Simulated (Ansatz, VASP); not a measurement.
**Two plane-wave programs on W**

```
W
1.0
     0.00000   -1.99913   -1.99913
     0.00000    1.99913   -1.99913
     3.99825    0.00000    0.00000
W
2
Direct
  0.53031 0.46969 0.48299
  0.96969 0.03031 0.01701
```

Change from the starting cell: mode 4 frozen in at -0.121 Å and mode 6 at -0.068 Å (largest displacements).

Alike in both runs: task single point; functional PBEsol; k mesh 16 × 16 × 12; occupations gaussian, width 0.15 eV; no spin polarisation.

|  | VASP | Ansatz |
| --- | --- | --- |
| version | VASP 6.6.1 | Ansatz 0.2.0 |
| potentials or method | VASP PAW PBE potentials, release 64 (W_sv), cutoff 520 eV | scalar-relativistic, plane waves, PAW |
| valence electrons in the cell | 28 | 28 |

VASP gave:

| Property | Result |
| --- | --- |
| gap on the k mesh at the Fermi level (eV) | none |
| pressure (GPa) | 6.6 |
| traceless stress, the component that is largest in VASP (GPa) | -5.03 |
| rms of the force components (eV/Å) | 1.065 |

What did Ansatz give for the same quantities?

gap on the k mesh at the Fermi level (eV): none; pressure (GPa): 5.9; traceless stress, the component that is largest in VASP (GPa): -5.08; rms of the force components (eV/Å): 1.047.

VASP's potentials were made for PBE, not for PBEsol, and Ansatz warns of the same on its side. Atom by atom the forces differ by 0.018 eV/Å (rms over components). A gap of «none» marks a metal or a gap that the smearing closes. With one functional, cell and mesh, what is left measures potentials, basis and numerics.

Spin-orbit coupling is off throughout.
